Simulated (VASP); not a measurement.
# GaSb3 (Imm2) in VASP: notebook, part 2 of 2

VASP 6.6.1. The steps go on from the part before.

### 5 Single point, PBEsol+D3(BJ) (atoms displaced along several vibrational modes)

The input, INCAR:

```
SYSTEM = GaSb3
ALGO = Normal ; EDIFF = 1E-7
ENCUT = 520 ; GGA = PS
ISIF = 2 ; ISMEAR = 0
IVDW = 12 ; LASPH = .TRUE.
LCHARG = .TRUE. ; LELF = .TRUE.
LREAL = .FALSE. ; LVHAR = .TRUE.
LWAVE = .FALSE. ; NBANDS = 22
NELM = 80 ; PREC = Accurate
SIGMA = 0.15
```

The input, KPOINTS:

```
k-points
0
G
  10 10 10
  0 0 0
```

The input, POSCAR:

```
GaSb3
1.0
    0.0000000000      3.5857729617      3.5857729617
    3.5857729617      0.0000000000      3.5857729617
    3.5857729617      3.5857729617      0.0000000000
Ga Sb
1 3
Direct
    0.0211948723     -0.0211948723     -0.0211948723
    0.2518637637      0.2481362363      0.2481362363
    0.7404296878      0.7595703122      0.7595703122
    0.4955698034      0.5044301966      0.5044301966
```

Potentials or basis: VASP PAW PBE potentials, release 64 (Ga_d, Sb).

Started as:

```console
$ cat potpaw_PBE.64/Ga_d/POTCAR potpaw_PBE.64/Sb/POTCAR > POTCAR
$ mpirun -np 1 vasp_std > vasp.out
```

OUTCAR:

```text
SYSTEM = GaSb3
   EDIFF = 1E-7
   ENCUT = 520
   GGA = PS
   ISIF = 2
   ISMEAR = 0
   IVDW = 12
   LASPH = .TRUE.
   LREAL = .FALSE.
   NELM = 80
   PREC = Accurate
 IVDW          = 12

 ion  position               nearest neighbor table
   1  0.021  0.979  0.979-   3 2.98   3 2.98   2 3.03   2 3.03   2 3.19   2 3.19   3 3.24   3 3.24

   2  0.252  0.248  0.248-   1 3.03   1 3.03   4 3.08   4 3.08   4 3.13   4 3.13   1 3.19   1 3.19
                             3 3.50   3 3.59   3 3.59   3 3.59   3 3.59   3 3.67
   3  0.740  0.760  0.760-   1 2.98   1 2.98   4 3.08   4 3.08   4 3.13   4 3.13   1 3.24   1 3.24
                             2 3.50   2 3.59   2 3.59   2 3.59   2 3.59   2 3.67
   4  0.496  0.504  0.504-   2 3.08   2 3.08   3 3.08   3 3.08   3 3.13   3 3.13   2 3.13   2 3.13

  LATTYP: Found a face centered cubic cell.
 ALAT       =     7.1715459234

  Lattice vectors:

 A1 = (   0.0000000000,   3.5857729617,   3.5857729617)
 A2 = (   3.5857729617,   0.0000000000,   3.5857729617)
 A3 = (   3.5857729617,   3.5857729617,   0.0000000000)

Analysis of symmetry for initial positions (statically):
=====================================================================
 Subroutine PRICEL returns:
 Original cell was already a primitive cell.

 Routine SETGRP: Setting up the symmetry group for a
 face centered cubic supercell.

 Subroutine GETGRP returns: Found  4 space group operations
 (whereof  4 operations were pure point group operations)
 out of a pool of 48 trial point group operations.

The static configuration has the point symmetry C_2v.

Analysis of symmetry for dynamics (positions and initial velocities):
=====================================================================
 Subroutine PRICEL returns:
 Original cell was already a primitive cell.

[... 127 lines left out ...]
   EFERMI_NEDOS =   21; number of points for ismear=-14 and -15
   IALGO  =     38    algorithm
   IMIX   =      4    mixing-type and parameters
     AMIX     =   0.40;   BMIX     =  1.00
     AMIX_MAG =   1.60;   BMIX_MAG =  1.00
  volume/ion in A,a.u.               =      23.05       155.57
  Fermi-wavevector in a.u.,A,eV,Ry     =   1.100360  2.079379 16.473821  1.210792
  Thomas-Fermi vector in A             =   2.236770
   LORBIT       =      0    0 simple, 1 ext, 2 COOP (PROOUT), +10 PAW based schemes
   GGA     = PS    functional components
   LHFCALC =     F    Hartree Fock is set to
   AEXX    =    0.0000 exact exchange contribution
   IVDW    =    12    specifies the selected vdW correction
   LEPSILON=     F    determine dielectric tensor
   LRPA    =     F    only Hartree local field effects (RPA)
 non-spin polarized calculation
 Gauss-broadening in eV      SIGMA  =   0.15
  energy-cutoff  :      520.00
  volume of cell :       92.21
 maximum number of plane-waves:      2511
 NGX is ok and might be reduce to    40
   NGX = 19   NGY = 19   NGZ = 19

 number of electron      28.0000002 magnetization

 Free energy of the ion-electron system (eV)
  ---------------------------------------------------
  ext. energy  EPLUGINS =         0.00000000
  ---------------------------------------------------
  free energy    TOTEN  =       -16.31271908 eV

  energy without entropy =      -16.29557074  energy(sigma->0) =      -16.30414491

 E-fermi :   8.7313     XC(G=0): -10.8275

 val. band max:        8.7167959257   @ k =  -0.3000   0.3000   0.0000
 cond. band min:       8.7428916378   @ k =   0.0000   0.3000   0.2000
 fundamental gap:      0.0260957121
 Fermi energy:         8.7312939028

 k-point     1 :       0.0000    0.0000    0.0000
  band No.  band energies     occupation
      1      -6.0098      2.00000
      2      -6.0084      2.00000
      3      -6.0077      2.00000
      4      -5.9890      2.00000
      5      -5.9864      2.00000
      6      -4.6071      2.00000
[... 589 lines left out ...]
     21      14.3001      0.00000
     22      15.1637      0.00000

 [... further k-points ...]

------------------------ aborting loop because EDIFF is reached ----------------------------------------

 Edisp (eV)   -1.97313

 E8    (eV) :    -1.3573

  FORCE on cell =-STRESS in cart. coord.  units (eV):
  Direction    XX          YY          ZZ          XY          YZ          ZX
  --------------------------------------------------------------------------------------
  -------------------------------------------------------------------------------------
  Total       0.26893     0.28225     0.28225     0.00000    -0.18870     0.00000
  in kB       4.67278     4.90415     4.90415     0.00000    -3.27874     0.00000
  external pressure =        4.83 kB  Pullay stress =        0.00 kB

 VOLUME and BASIS-vectors are now :
 -----------------------------------------------------------------------------
  energy-cutoff  :      520.00
  volume of cell :       92.21
      direct lattice vectors                 reciprocal lattice vectors
     0.000000000  3.585772962  3.585772962    -0.139439949  0.139439949  0.139439949
     3.585772962  0.000000000  3.585772962     0.139439949 -0.139439949  0.139439949
     3.585772962  3.585772962  0.000000000     0.139439949  0.139439949 -0.139439949

 POSITION                                       TOTAL-FORCE (eV/Angst)
 -----------------------------------------------------------------------------------
      7.01955      3.58577      3.58577         0.374832     -0.000000     -0.000000
      1.77952      1.79289      1.79289         0.055542     -0.000000     -0.000000
      5.44729      5.37866      5.37866        -0.281489     -0.000000     -0.000000
      3.61754      3.58577      3.58577        -0.148885      0.000000      0.000000
 -----------------------------------------------------------------------------------
    total drift:                                0.000566     -0.000002     -0.000002

  FREE ENERGIE OF THE ION-ELECTRON SYSTEM (eV)
  ---------------------------------------------------
  free  energy   TOTEN  =       -18.2858534634 eV

  energy  without entropy=      -18.2687051261  energy(sigma->0) =      -18.27727929
```

Wall time 8.3 min (1 thread of Intel Xeon 8259CL, shared host); peak memory 0.49 GiB.

Results:

* Free energy: -18.2859 eV
* Pressure: 0.5 GPa
* Largest force: 0.375 eV/Å
* Band gap on the k mesh: zero (bands 14 and 15 overlap by 4.07 eV)
* Dispersion energy per atom: -0.493 eV

Forces on the atoms (eV/Å):
```
Ga   0.375  0.000  0.000
Sb   0.056  0.000  0.000
Sb  -0.281  0.000  0.000
Sb  -0.149  0.000  0.000
```

Levels at points of the mesh, in eV from the Fermi level:
| k point | band 11 | band 12 | band 13 | band 14 | band 15 | band 16 | band 17 | band 18 |
| --- | --- | --- | --- | --- | --- | --- | --- | --- |
| (0.00, 0.00, 0.00) | -2.92 | -2.82 | -2.80 | -2.54 | -2.49 | -0.97 | -0.78 | -0.65 |
| (0.50, 0.00, 0.00) | -3.89 | -3.08 | -2.92 | 0.02 | 0.25 | 2.28 | 2.32 | 3.11 |
| (0.00, 0.50, 0.00) | -3.89 | -3.06 | -2.79 | -0.10 | 0.33 | 2.14 | 2.24 | 3.06 |
| (0.50, 0.50, 0.00) | -5.68 | 1.13 | 1.26 | 1.26 | 1.52 | 2.11 | 2.12 | 2.52 |
| (0.00, 0.50, 0.50) | -5.80 | 1.08 | 1.19 | 1.22 | 1.53 | 2.14 | 2.21 | 2.47 |

Caveat: the cell differs from its parent crystal (atoms displaced along several vibrational modes); the PAW data sets were made with another functional, which shifts forces and pressure a little; spin-orbit coupling is left out, which moves the levels of the heavy elements.

### 6 Summary

| cell | gap on the mesh (eV) | pressure (GPa) | largest force (eV/Å) |
| --- | --- | --- | --- |
| as given, atomic positions A | none | 1.0 | 0.66 |
| as given, atomic positions B | none | 2.9 | 1.20 |
| as given, atomic positions C | none | 3.4 | 1.18 |
| as given, atomic positions D | none | 0.5 | 0.37 |

Alike in all rows: task single point; level PBEsol+D3(BJ); potentials or basis VASP PAW PBE potentials, release 64 (Ga_d, Sb); no spin polarisation; k mesh 10 × 10 × 10; cutoff (eV) 520; smearing gaussian 0.15 eV.

Caveats: the PAW data sets were made with another functional, which shifts forces and pressure a little; spin-orbit coupling is left out, which moves the levels of the heavy elements; the cell stands under pressure (at least some runs).

Absolute energies hang on the potentials; compare differences alone.

The gap in the log of VASP goes by the Fermi energy; the results here count the filled bands.